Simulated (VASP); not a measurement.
Runs of VASP 6.6.1 on SrCa. The structure is that of space group P3m1 (No. 156), or close to it. The cells are those of the table. 

| cell | gap on the mesh (eV) | largest force (eV/Å) |
| --- | --- | --- |
| a = 4.135, b = 4.135, c = 26.102 Å, angles 90.0, 90.0, 120.0°, 4 atoms | 0.24 | 0.26 |
| a = 4.135, b = 4.135, c = 16.102 Å, angles 90.0, 90.0, 120.0°, 4 atoms | none | 0.14 |
| a = 4.135, b = 4.135, c = 18.102 Å, angles 90.0, 90.0, 120.0°, 4 atoms | - | 0.24 |
| a = 4.135, b = 4.135, c = 20.102 Å, angles 90.0, 90.0, 120.0°, 4 atoms | (a) | 0.26 |
| a = 4.135, b = 4.135, c = 23.102 Å, angles 90.0, 90.0, 120.0°, 4 atoms | 0.24 | 0.26 |

Alike in all rows: task single point; level LDA; potentials or basis VASP PAW LDA potentials, release 64 (Sr_sv, Ca_sv); no spin polarisation; k mesh 5 × 5 × 1; cutoff (eV) 520; smearing fermi-dirac 0.15 eV.

Q: Fill in the values left out.

A: (a) 0.20.

A k mesh can miss the band edges, and the runs leave out spin-orbit coupling on Sr.

A gap of «none» marks levels without a gap at the run's occupations.
